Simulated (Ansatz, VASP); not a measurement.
# Two plane-wave programs on SiNi

```
CELL_PARAMETERS angstrom
2.97178 0.00000 0.00000
-1.48589 2.57363 0.00000
0.00000 0.00000 4.30759
ATOMIC_POSITIONS crystal
Ni 0.00000 0.00000 0.00000
Ni 0.00000 0.00000 0.50000
Si 0.33333 0.66667 0.25000
Si 0.66667 0.33333 0.75000
```

Change from the starting cell: volume scaled by 0.64, PAW files.

Alike in both runs: task single point; functional PBE; k mesh 11 × 11 × 6; occupations fermi-dirac, width 0.1 eV; no spin polarisation.

|  | VASP | Ansatz |
| --- | --- | --- |
| version | VASP 6.6.1 | Ansatz 0.2.0 |
| potentials or method | VASP PAW PBE potentials, release 64 (Ni_sv_GW, Si) | PAW with Ansatz's default frozen-core files, scalar-relativistic |
| plane-wave cutoff (eV) | 690 | 420 |
| valence electrons in the cell | 44 | 44 |

```tsv
	VASP	Ansatz	Ansatz less VASP
pressure (GPa)	194.8	194.9	+0.04
traceless stress, the component that is largest in VASP (GPa)	-0.07	0.11	+0.173
```

Both programs put the cell under a high pressure, so it lies far from rest at this level.

Noted on VASP's run: the cell as given lies far from equilibrium.
